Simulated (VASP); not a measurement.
WS3:

```
W S
1.0
     4.26083    0.00000    0.00000
     0.00000    4.26083    0.00000
     0.00000    0.00000    4.26083
W S
1 3
Direct
  0.00000 0.00000 0.00000
  0.00000 0.50000 0.50000
  0.50000 0.00000 0.50000
  0.50000 0.50000 0.00000
```

- Program: VASP 6.6.1
- Task: relaxation of cell and atoms
- Functional: PBE
- Potentials or basis: VASP PAW PBE potentials, release 64 (W_sv, S)
- Cutoff: 600 eV
- k mesh: 4 × 4 × 4
- Occupations: gaussian, width 0.1 eV
- Spin: collinear spin
- Starting moments: [2.24, 0.0, 0.0, 0.0] μB

At the start: pressure -17.7 GPa; volume 19.34 Å³/atom.

Task: Where does the relaxation end?

Result: Over 3 steps the energy falls by 276.2 meV/atom and the volume is 15.26 Å³/atom (-21.1 %); space group Pm-3m (No. 221, to 0.1 Å) before and after; moment 0.01 μB per cell.

Step by step:
```tsv
step	energy change (eV)	largest force (eV/Å)	pressure (GPa)	volume (Å³)
1	0.0000	0.0000	-17.72	77.35
2	-0.9066	0.0000	13.15	55.79
3	-1.1049	0.0000	-0.10	61.05
```

Final structure:
```xyz
4
Lattice="3.9377 0.0000 0.0000 0.0000 3.9377 0.0000 0.0000 0.0000 3.9377" Properties=species:S:1:pos:R:3 pbc="T T T"
W     0.0000    0.0000    0.0000
S     0.0000    1.9688    1.9688
S     1.9688    0.0000    1.9688
S     1.9688    1.9688    0.0000
```

Caveat: the k points lie up to 0.40 Å⁻¹ apart in the final cell, too coarse for converged energies and pressures of a metal; the volume moved by over 15 % at a fixed basis, so the end points are rough.
